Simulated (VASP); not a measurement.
# Si8HC in VASP: further runs

Si8HC is run at these levels: PBE; tasks: single point.

Everything below comes from runs of VASP 6.6.1. Logs are shortened: lines on timing, memory, paths and dates and some standing lists are left out, and cuts for length are marked.

### 1 The cell of the first run

The cell holds a slab with vacuum, 10 atoms: a = 3.851 Å, b = 3.851 Å, c = 26.847 Å, α = 90.00°, β = 90.00°, γ = 120.00°.

### 2 Single point, PBE, collinear spin, ferromagnetic start

The input, INCAR:

```
SYSTEM = Si8HC
PREC = Accurate ; ENCUT = 520
EDIFF = 1E-6 ; ISMEAR = 0
SIGMA = 0.05 ; LREAL = .False.
LASPH = .True. ; NELM = 150
ALGO = Normal ; ISIF = 2
LWAVE = .False. ; LCHARG = .True.
ISPIN = 2 ; MAGMOM = 0 0 0 0 0 0 0 0 1 0
LORBIT = 11 ; LDIPOL = .True.
IDIPOL = 3 ; DIPOL = 0.5 0.5 0.392
GGA = PE ; LELF = .True.
LVHAR = .True. ; LVACPOTAV = .True.
NBANDS = 34
```

The input, KPOINTS:

```
regular mesh
0
Gamma
  9 9 1
  0 0 0
```

The input, POSCAR:

```
Si8HC
1.0
    3.8512806327      0.0000000000      0.0000000000
   -1.9256403163      3.3353068650      0.0000000000
    0.0000000000      0.0000000000     26.8467731300
Si C H
8 1 1
Direct
    0.6666666667      0.3333333333      0.1489936977
    0.3333333333      0.6666666667      0.1788339219
    0.3333333333      0.6666666667      0.2675372317
    0.6666666667      0.3333333333      0.2973774559
    0.6666666667      0.3333333333      0.3858915985
    0.3333333333      0.6666666667      0.4151488273
    0.3333333333      0.6666666667      0.5054937809
    0.6666666667      0.3333333333      0.5306698522
    1.3333333333      0.6666666667      0.5722372029
    1.3333333333      0.6666666667      0.6129198670
```

Potentials or basis: VASP PAW PBE potentials, release 64 (Si, C, H).

The run is started by

```sh
$ cat potpaw_PBE.64/Si/POTCAR potpaw_PBE.64/C/POTCAR potpaw_PBE.64/H/POTCAR > POTCAR
$ mpirun -np 1 vasp_std > vasp.out
```

OUTCAR:

```text
SYSTEM = Si8HC
   PREC = Accurate
   ENCUT = 520
   EDIFF = 1E-6
   ISMEAR = 0
   LREAL = .False.
   LASPH = .True.
   NELM = 150
   ISIF = 2
   ISPIN = 2
   LORBIT = 11
   GGA = PE

 ion  position               nearest neighbor table
   1  0.667  0.333  0.149-   2 2.36   2 2.36   2 2.36
   2  0.333  0.667  0.179-   1 2.36   1 2.36   1 2.36   3 2.38
   3  0.333  0.667  0.268-   4 2.36   4 2.36   4 2.36   2 2.38
   4  0.667  0.333  0.297-   3 2.36   3 2.36   3 2.36   5 2.38
   5  0.667  0.333  0.386-   6 2.36   6 2.36   6 2.36   4 2.38
   6  0.333  0.667  0.415-   5 2.36   5 2.36   5 2.36   7 2.43
   7  0.333  0.667  0.505-   9 1.79   8 2.32   8 2.32   8 2.32   6 2.43
   8  0.667  0.333  0.531-   7 2.32   7 2.32   7 2.32   9 2.49   9 2.49   9 2.49
   9  0.333  0.667  0.572-  10 1.09   7 1.79   8 2.49   8 2.49   8 2.49
  10  0.333  0.667  0.613-   9 1.09

  LATTYP: Found a hexagonal cell.
 ALAT       =     3.8512806327
 C/A-ratio  =     6.9708690928

  Lattice vectors:

 A1 = (   3.8512806327,   0.0000000000,   0.0000000000)
 A2 = (  -1.9256403163,   3.3353068650,   0.0000000000)
 A3 = (   0.0000000000,   0.0000000000,  26.8467731300)

Analysis of symmetry for initial positions (statically):
=====================================================================
 Subroutine PRICEL returns:
 Original cell was already a primitive cell.

 Routine SETGRP: Setting up the symmetry group for a
 hexagonal supercell.

 Subroutine GETGRP returns: Found  6 space group operations
 (whereof  6 operations were pure point group operations)
 out of a pool of 24 trial point group operations.

The static configuration has the point symmetry C_3v.

Analysis of symmetry for dynamics (positions and initial velocities):
=====================================================================
 Subroutine PRICEL returns:
 Original cell was already a primitive cell.

 Routine SETGRP: Setting up the symmetry group for a
 hexagonal supercell.

 Subroutine GETGRP returns: Found  6 space group operations
 (whereof  6 operations were pure point group operations)
 out of a pool of 24 trial point group operations.

The dynamic configuration has the point symmetry C_3v.

Analysis of structural, dynamic, and magnetic symmetry:
=====================================================================
 Subroutine PRICEL returns:
 Original cell was already a primitive cell.

 Routine SETGRP: Setting up the symmetry group for a
 hexagonal supercell.

 Subroutine GETGRP returns: Found  6 space group operations
 (whereof  6 operations were pure point group operations)
 out of a pool of 24 trial point group operations.

The overall configuration has the point symmetry C_3v.

 Subroutine INISYM returns: Found  6 space group operations
 (whereof  6 operations are pure point group operations),
 and found     1 'primitive' translations

----------------------------------------------------------------------------------------

                                     Primitive cell

  volume of cell :     344.8522

  direct lattice vectors                    reciprocal lattice vectors
     3.851280633  0.000000000  0.000000000     0.259653891  0.149911244  0.000000000
    -1.925640316  3.335306865  0.000000000     0.000000000  0.299822487  0.000000000
     0.000000000  0.000000000 26.846773130     0.000000000  0.000000000  0.037248424

  length of vectors
     3.851280633  3.851280633 26.846773130     0.299822487  0.299822487  0.037248424

  position of ions in fractional coordinates (direct lattice)
     0.666666667  0.333333333  0.148993698
     0.333333333  0.666666667  0.178833922
     0.333333333  0.666666667  0.267537232
     0.666666667  0.333333333  0.297377456
     0.666666667  0.333333333  0.385891599
     0.333333333  0.666666667  0.415148827
     0.333333333  0.666666667  0.505493781
     0.666666667  0.333333333  0.530669852
     0.333333333  0.666666667  0.572237203
     0.333333333  0.666666667  0.612919867

  ion indices of the primitive-cell ions
   primitive index   ion index
                 1           1
                 2           2
                 3           3
                 4           4
                 5           5
                 6           6
                 7           7
                 8           8
                 9           9
                10          10

----------------------------------------------------------------------------------------

 KPOINTS: regular mesh

Automatic generation of k-mesh.
 Grid dimensions read from file:
 generate k-points for:    9    9    1

 Generating k-lattice:

  Cartesian coordinates                     Fractional coordinates (reciprocal lattice)
     0.028850432  0.016656805  0.000000000     0.111111111  0.000000000  0.000000000
     0.000000000  0.033313610  0.000000000     0.000000000  0.111111111  0.000000000
     0.000000000  0.000000000  0.037248424     0.000000000  0.000000000  1.000000000

  Length of vectors
     0.033313610  0.033313610  0.037248424

  Shift w.r.t. Gamma in fractional coordinates (k-lattice)
     0.000000000  0.000000000  0.000000000

 Subroutine IBZKPT returns following result:
 ===========================================

 Found     12 irreducible k-points:

 Following reciprocal coordinates:
            Coordinates               Weight
  0.000000  0.000000  0.000000      1.000000
  0.111111 -0.000000  0.000000      6.000000
  0.222222  0.000000  0.000000      6.000000
  0.333333 -0.000000  0.000000      6.000000
  0.444444  0.000000  0.000000      6.000000
  0.111111  0.111111  0.000000      6.000000
  0.222222  0.111111  0.000000     12.000000
  0.333333  0.111111  0.000000     12.000000
  0.444444  0.111111  0.000000      6.000000
  0.222222  0.222222  0.000000      6.000000
  0.333333  0.222222  0.000000     12.000000
  0.333333  0.333333  0.000000      2.000000
   k-points           NKPTS =     12   k-points in BZ     NKDIM =     12   number of bands    NBANDS=     34
   number of dos      NEDOS =    301   number of ions     NIONS =     10
   total plane-waves  NPLWV = 180000
   dimension x,y,z NGX =    30 NGY =   30 NGZ =  200
   dimension x,y,z NGXF=    60 NGYF=   60 NGZF=  400
   ions per type =               8   1   1
   NGX,Y,Z   is equivalent  to a cutoff of  12.95, 12.95, 12.38 a.u.
   NGXF,Y,Z  is equivalent  to a cutoff of  25.90, 25.90, 24.77 a.u.
 SYSTEM =  Si8HC
   PREC   = accura    normal or accurate (medium, high low for compatibility)
   ISTART =      0    job   : 0-new  1-cont  2-samecut
   ICHARG =      2    charge: 1-file 2-atom 10-const
   ISPIN  =      2    spin polarized calculation?
   LNONCOLLINEAR =      F non collinear calculations
   LSORBIT =      F    spin-orbit coupling
   LASPH  =      T    aspherical Exc in radial PAW
   ENCUT  =  520.0 eV  38.22 Ry    6.18 a.u.   7.16  7.16 49.92*2*pi/ulx,y,z
   NELM   =    150;   NELMIN=  2; NELMDL= -5     # of ELM steps
   EDIFF  = 0.1E-05   stopping-criterion for ELM
   LREAL  =      F    real-space projection
   EDIFFG = 0.1E-04   stopping-criterion for IOM
   NSW    =      0    number of steps for IOM
   IBRION =     -1    ionic relax: 0-MD 1-quasi-New 2-CG
   NFREE  =      0    steps in history (QN), initial steepest desc. (CG)
   ISIF   =      2    stress and relaxation
   ISYM   =      2    0-nonsym 1-usesym 2-fastsym
   POTIM  = 0.5000    time-step for ionic-motion
   TEBEG  =    0.0;   TEEND  =   0.0 temperature during run
   PSTRESS=    0.0 pullay stress
   NELECT =      37.0000    total number of electrons
   NUPDOWN=      -1.0000    fix difference up-down
   EMIN   =  10.00;   EMAX   =-10.00  energy-range for DOS
   EFERMI =   0.00;   METHOD = LEGACY
   ISMEAR =     0;   SIGMA  =   0.05  broadening in eV -4-tet -1-fermi 0-gaus
   EFERMI_NEDOS =   21; number of points for ismear=-14 and -15
   IALGO  =     38    algorithm
   IMIX   =      4    mixing-type and parameters
     AMIX     =   0.40;   BMIX     =  1.00
     AMIX_MAG =   1.60;   BMIX_MAG =  1.00
  volume/ion in A,a.u.               =      34.49       232.72
  Fermi-wavevector in a.u.,A,eV,Ry     =   0.777913  1.470042  8.233548  0.605149
  Thomas-Fermi vector in A             =   1.880700
   LORBIT       =     11    0 simple, 1 ext, 2 COOP (PROOUT), +10 PAW based schemes
   GGA     = PE    functional components
   LHFCALC =     F    Hartree Fock is set to
   AEXX    =    0.0000 exact exchange contribution
   IVDW    =     0    specifies the selected vdW correction
   LEPSILON=     F    determine dielectric tensor
   LRPA    =     F    only Hartree local field effects (RPA)
 spin polarized calculation
 Gauss-broadening in eV      SIGMA  =   0.05
  energy-cutoff  :      520.00
  volume of cell :      344.85
 maximum number of plane-waves:      9345
 NGX is ok and might be reduce to    30
   NGX = 15   NGY = 15   NGZ = 99

 dipolmoment           0.000000      0.000000      0.691918 electrons x Angstroem

 number of electron      37.0000004 magnetization       0.0000457

 number of electron      37.0000004 magnetization      -0.0000285

 dipolmoment           0.000000      0.000000     -0.099898 electrons x Angstroem

 Free energy of the ion-electron system (eV)
  ---------------------------------------------------
  ext. energy  EPLUGINS =         0.00000000
  ---------------------------------------------------
  free energy    TOTEN  =       -49.98055909 eV

  energy without entropy =      -49.97562343  energy(sigma->0) =      -49.97809126

 E-fermi :   0.8525     XC(G=0):  -5.3257

 val. band max:        0.8266154791   @ k =   0.2222   0.2222   0.0000
 cond. band min:       0.8583282682   @ k =   0.3333   0.3333   0.0000
 fundamental gap:      0.0317127891
 Fermi energy:         0.8525139932

 spin component 1

 k-point     1 :       0.0000    0.0000    0.0000
  band No.  band energies     occupation
      1     -13.0808      1.00000
      2     -10.8776      1.00000
      3     -10.1712      1.00000
      4      -9.3018      1.00000
      5      -8.8502      1.00000
      6      -5.7399      1.00000
[... 385 lines left out ...]
     29       6.4532      0.00000
     30       6.6205      0.00000
 Fermi energy:         0.8525139932

 spin component 2

 k-point     1 :       0.0000    0.0000    0.0000
  band No.  band energies     occupation
      1     -13.0808      1.00000
      2     -10.8776      1.00000
      3     -10.1712      1.00000
      4      -9.3018      1.00000
      5      -8.8502      1.00000
      6      -5.7399      1.00000
[... 385 lines left out ...]
     29       6.4532      0.00000
     30       6.6205      0.00000
 [bands above 30 left out]

------------------------ aborting loop because EDIFF is reached ----------------------------------------

  FORCE on cell =-STRESS in cart. coord.  units (eV):
  Direction    XX          YY          ZZ          XY          YZ          ZX
  --------------------------------------------------------------------------------------
  -------------------------------------------------------------------------------------
  Total       -0.0221536     -0.0221536      0.5074152     -0.0000000      0.0000000     -0.0000000
  in kB       -0.1029251     -0.1029251      2.3574419     -0.0000000      0.0000000     -0.0000000
  external PRESSURE =       0.7171973 kB  Pullay stress =       0.0000000 kB

 VOLUME and BASIS-vectors are now :
 -----------------------------------------------------------------------------
  energy-cutoff  :      520.00
  volume of cell :      344.85
      direct lattice vectors                 reciprocal lattice vectors
     3.851280633  0.000000000  0.000000000     0.259653891  0.149911244  0.000000000
    -1.925640316  3.335306865  0.000000000     0.000000000  0.299822487  0.000000000
     0.000000000  0.000000000 26.846773130     0.000000000  0.000000000  0.037248424

 POSITION                                       TOTAL-FORCE (eV/Angst)
 -----------------------------------------------------------------------------------
      1.92564      1.11177      4.00000         0.000000     -0.000000      0.605060
     -0.00000      2.22354      4.80111        -0.000000      0.000000     -0.700499
     -0.00000      2.22354      7.18251         0.000000     -0.000000      0.198198
      1.92564      1.11177      7.98363         0.000000     -0.000000     -0.177211
      1.92564      1.11177     10.35994         0.000000     -0.000000      0.004860
     -0.00000      2.22354     11.14541         0.000000     -0.000000      0.120074
     -0.00000      2.22354     13.57088         0.000000     -0.000000     -1.191796
      1.92564      1.11177     14.24677        -0.000000      0.000000      1.151672
     -0.00000      2.22354     15.36272        -0.000000     -0.000000     -0.021113
     -0.00000      2.22354     16.45492        -0.000000      0.000000      0.010756
 -----------------------------------------------------------------------------------
    total drift:                                0.000000     -0.000000      0.000095

  FREE ENERGIE OF THE ION-ELECTRON SYSTEM (eV)
  ---------------------------------------------------
  free  energy   TOTEN  =       -49.9805590853 eV

  energy  without entropy=      -49.9756234288  energy(sigma->0) =      -49.97809126

 vacuum level on the upper side and lower side of the slab         4.234         5.641

 total charge

# of ion       s       p       d       tot
------------------------------------------
    1        0.807   0.836   0.000   1.642
    2        0.757   0.908   0.000   1.664
    3        0.765   0.898   0.000   1.663
    4        0.759   0.916   0.000   1.675
    5        0.761   0.916   0.000   1.677
    6        0.775   0.892   0.000   1.667
    7        0.736   0.909   0.000   1.644
    8        0.811   0.799   0.000   1.610
    9        0.921   1.449   0.000   2.370
   10        0.609   0.050   0.000   0.659
--------------------------------------------------
tot          7.699   8.573   0.000  16.272

 magnetization (x)

# of ion       s       p       d       tot
------------------------------------------
    1       -0.000  -0.000   0.000  -0.000
    2       -0.000  -0.000   0.000  -0.000
    3       -0.000  -0.000   0.000  -0.000
    4       -0.000  -0.000   0.000  -0.000
    5       -0.000  -0.000   0.000  -0.000
    6        0.000   0.000   0.000   0.000
    7        0.000   0.000   0.000   0.000
    8       -0.000   0.000   0.000   0.000
    9        0.000   0.000   0.000   0.000
   10        0.000   0.000   0.000   0.000
--------------------------------------------------
tot         -0.000  -0.000   0.000  -0.000
```

Wall time 25 min (1 thread of Intel Xeon Platinum 8375C at 2.90GHz (Ice Lake), shared host); peak memory 0.67 GiB.

What came out:

| Property | Result |
| --- | --- |
| Free energy | -49.9806 eV |
| Largest force | 1.192 eV/Å |
| Net moment | 0.00 μB per cell |
| Valence electrons inside the program's atomic spheres | Si 1.64, 1.66, 1.68, 1.67, 1.61; C 2.37; H 0.66 |

Forces on the atoms (eV/Å):
```
Si   0.000  0.000  0.605
Si   0.000  0.000 -0.700
Si   0.000  0.000  0.198
Si   0.000  0.000 -0.177
Si   0.000  0.000  0.005
Si   0.000  0.000  0.120
Si   0.000  0.000 -1.192
Si   0.000  0.000  1.152
C    0.000  0.000 -0.021
H    0.000  0.000  0.011
```

### 3 Single point, PBE, collinear spin, ferromagnetic start

The input, INCAR:

```
PREC = Accurate
ENCUT = 520
EDIFF = 1E-6
ISMEAR = 0
SIGMA = 0.05
LREAL = F
LASPH = T
NELM = 150
ALGO = Normal
ISIF = 2
LWAVE = F
LCHARG = F
ISPIN = 2
MAGMOM = 0 0 0 0 0 0 0 0 1 0
LORBIT = 11
LDIPOL = T
IDIPOL = 3
DIPOL = 0.5 0.5 0.396
GGA = PE
NBANDS = 34
```

The input, KPOINTS:

```
regular mesh
0
Gamma
  9 9 1
```

POSCAR: that of step 2 with these lines changed.

```diff
@@ -16,3 +16,3 @@
     0.6666666667      0.3333333333      0.5306698522
-    1.3333333333      0.6666666667      0.5722372029
-    1.3333333333      0.6666666667      0.6129198670
+    0.6666666667      0.3333333333      0.5969880052
+    0.6666666667      0.3333333333      0.6373182088
```

Potentials or basis: VASP PAW PBE potentials, release 64 (Si, C, H).

The run is started by

```sh
$ cat potpaw_PBE.64/Si/POTCAR potpaw_PBE.64/C/POTCAR potpaw_PBE.64/H/POTCAR > POTCAR
$ mpirun -np 1 vasp_std > vasp.out
```

It took 16 min on 1 thread of Intel Xeon 6975P-C, shared host; peak memory 0.7 GiB.

It converged, with:

- Free energy: -50.9058 eV
- Largest force: 1.128 eV/Å
- Net moment: 2.86 μB per cell
- Site moments: Si +0.23, +0.02, +0.05, +0.09, -0.04; C +0.80; H -0.01 μB
- Valence electrons inside the program's atomic spheres: Si 1.64, 1.67, 1.68, 1.71; C 2.37; H 0.67

Forces in eV/Å, atoms in the order of the input:
```
Si   0.000  0.000  0.417
Si   0.000  0.000 -0.540
Si   0.000  0.000  0.127
Si   0.000  0.000 -0.076
Si   0.000  0.000 -0.101
Si   0.000  0.000  0.346
Si   0.000  0.000 -1.128
Si   0.000  0.000  0.941
C    0.000  0.000  0.001
H    0.000  0.000  0.012
```

Levels at points of the mesh, in eV from the Fermi level:
Spin up:
```tsv
k point	band 17	band 18	band 19	band 20	band 21	band 22	band 23	band 24
(0.00, 0.00, 0.00)	-0.20	-0.13	0.14	0.14	1.01	1.49	2.07	2.34
```
Spin down:
```tsv
k point	band 14	band 15	band 16	band 17	band 18	band 19	band 20	band 21
(0.00, 0.00, 0.00)	-0.56	-0.56	0.00	0.00	0.56	1.08	1.63	1.68
```

### 4 Single point, PBE, collinear spin, ferromagnetic start

The input, INCAR:

```
SYSTEM = Si8HC
PREC     = Accurate       ! precision mode
ENCUT    = 520            ! plane-wave cutoff, eV
EDIFF    = 1E-7           ! SCF threshold, eV
ISMEAR   = 0              ! smearing method
SIGMA    = 0.05           ! smearing width, eV
LREAL    = .FALSE.        ! projectors in reciprocal space
LASPH    = .TRUE.         ! aspherical terms in the spheres
NELM     = 150            ! most SCF steps
ALGO     = Normal         ! electronic algorithm
ISIF     = 2              ! what is computed and relaxed
LWAVE    = .FALSE.        ! write WAVECAR
LCHARG   = .FALSE.        ! write CHGCAR
ISPIN    = 2              ! spin polarisation
MAGMOM   = 0 0 0 0 0 0 0 0 1 0 ! initial moments
LORBIT   = 11             ! projections on sites
LDIPOL   = .TRUE.       
IDIPOL   = 3            
DIPOL    = 0.5 0.5 0.387
GGA      = PE             ! functional
NBANDS   = 34             ! bands
```

The input, KPOINTS:

```
regular mesh
0
G
  9 9 1
  0 0 0
```

POSCAR: that of step 3 with these lines changed.

```diff
@@ -16,3 +16,3 @@
     0.6666666667      0.3333333333      0.5306698522
-    0.6666666667      0.3333333333      0.5969880052
-    0.6666666667      0.3333333333      0.6373182088
+    1.0000000000      1.0000000000      0.5474606591
+    1.0000000000      1.0000000000      0.5890865327
```

The run is started by

```sh
$ cat potpaw_PBE.64/Si/POTCAR potpaw_PBE.64/C/POTCAR potpaw_PBE.64/H/POTCAR > POTCAR
$ mpirun -np 1 vasp_std > vasp.out
```

Run time: 22 min. Hardware: 1 thread of Intel Xeon 6975P-C, shared host; peak memory 0.7 GiB.

Results (log left out):

```yaml
Free_energy: -50.2086 eV
Largest_force: 0.682 eV/Å
Net_moment: 0.00 μB per cell
Valence_electrons_inside_the_program's_atomic_spheres: Si 1.64, 1.67, 1.66, 1.63; C 2.28; H 0.65
```

Forces in eV/Å, atoms in the order of the input:
```
Si   0.000  0.000  0.618
Si   0.000  0.000 -0.682
Si   0.000  0.000  0.138
Si   0.000  0.000 -0.071
Si   0.000  0.000  0.011
Si   0.000  0.000  0.002
Si   0.000  0.000 -0.369
Si   0.000  0.000  0.333
C    0.000  0.000 -0.003
H    0.000  0.000  0.022
```

Levels at points of the mesh, in eV from the Fermi level:
Spin up:
```csv
k point,band 14,band 15,band 16,band 17,band 18,band 19,band 20,band 21,band 22,band 23
"(0.00, 0.00, 0.00)",-1.15,-1.15,-0.59,-0.59,-0.03,0.01,0.01,1.02,1.30,1.67
```
Spin down:
```csv
k point,band 15,band 16,band 17,band 18,band 19,band 20,band 21,band 22
"(0.00, 0.00, 0.00)",-1.15,-0.59,-0.59,-0.03,0.01,0.01,1.02,1.30
```
